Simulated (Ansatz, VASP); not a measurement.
CdS in VASP and in Ansatz

POSCAR

```
CdS
1.0
    0.0000000000      2.8358476072      2.8358476072
    2.8358476072      0.0000000000      2.8358476072
    2.8358476072      2.8358476072      0.0000000000
Cd S
1 1
Direct
    0.0000000000      0.0000000000      0.0000000000
    0.5000000000      0.5000000000      0.5000000000
```

File INCAR.step1:

```
SYSTEM = CdS
ALGO = Normal ; EDIFF = 1E-5
ENCUT = 700 ; GGA = PE
GGA_COMPAT = .False. ; ISMEAR = 0
LASPH = .True. ; LCHARG = .False.
LREAL = .False. ; LWAVE = .True.
NBANDS = 20 ; NELM = 120
PREC = Accurate ; SIGMA = 0.01
```

File INCAR.step2:

```
SYSTEM = CdS
ALGO = Normal ; EDIFF = 1E-6
ENCUT = 700 ; GGA_COMPAT = .False.
ISIF = 2 ; ISMEAR = 0
ISTART = 1 ; LASPH = .True.
LCHARG = .False. ; LMIXTAU = .True.
LREAL = .False. ; LWAVE = .False.
METAGGA = R2SCAN ; NBANDS = 20
NELM = 120 ; PREC = Accurate
SIGMA = 0.01
```

File KPOINTS:

```
k-points
0
Gamma
  8 8 8
  0 0 0
```

Input for Ansatz:

```yaml
crystal:
  lattice:
    - [0.0, 2.8358476072, 2.8358476072]
    - [2.8358476072, 0.0, 2.8358476072]
    - [2.8358476072, 2.8358476072, 0.0]
  atoms:
    - { symbol: Cd, position: [0.0, 0.0, 0.0] }
    - { symbol: S, position: [0.5, 0.5, 0.5] }
kpoints:
  mp_grid: { grid: [8, 8, 8] }
  band_path:
    path:
      - [0.0, 0.0, 0.0]
      - [0.5, 0.0, 0.5]
      - [0.625, 0.25, 0.625]
      - [0.375, 0.375, 0.75]
      - [0.5, 0.5, 0.5]
      - [0.5, 0.25, 0.75]
      - [0.0, 0.197917, -0.200521]
      - [0.0, 0.5, 0.5]
    npoints: 1
hamiltonian:
  xc: r2scan
scf:
  occupations: { method: fixed }
  n_extra_bands: 4
output:
  forces: true
  stress: true
  eigenvalues: true
```

Change from the starting cell: hydrostatic strain +4.0%.

Alike in both runs: task single point; functional r2SCAN; k mesh 8 × 8 × 8; no spin polarisation.

|  | VASP | Ansatz |
| --- | --- | --- |
| version | VASP 6.6.1 | Ansatz 0.2.0 |
| potentials or method | VASP PAW PBE potentials, release 64 (Cd_sv_GW, S) | plane waves, PAW |
| plane-wave cutoff (eV) | 700 | 500 |
| occupations | gaussian, width 0.01 eV | fixed |
| valence electrons in the cell | 26 | 26 |

|  | VASP | Ansatz | Ansatz less VASP |
| --- | --- | --- | --- |
| gap on the k mesh at the Fermi level (eV) | 0.72 | 0.71 | -0.002 |
| pressure (GPa) | -7.4 | -7.4 | +0.05 |

VASP's potentials were made for PBE, not for r2SCAN.
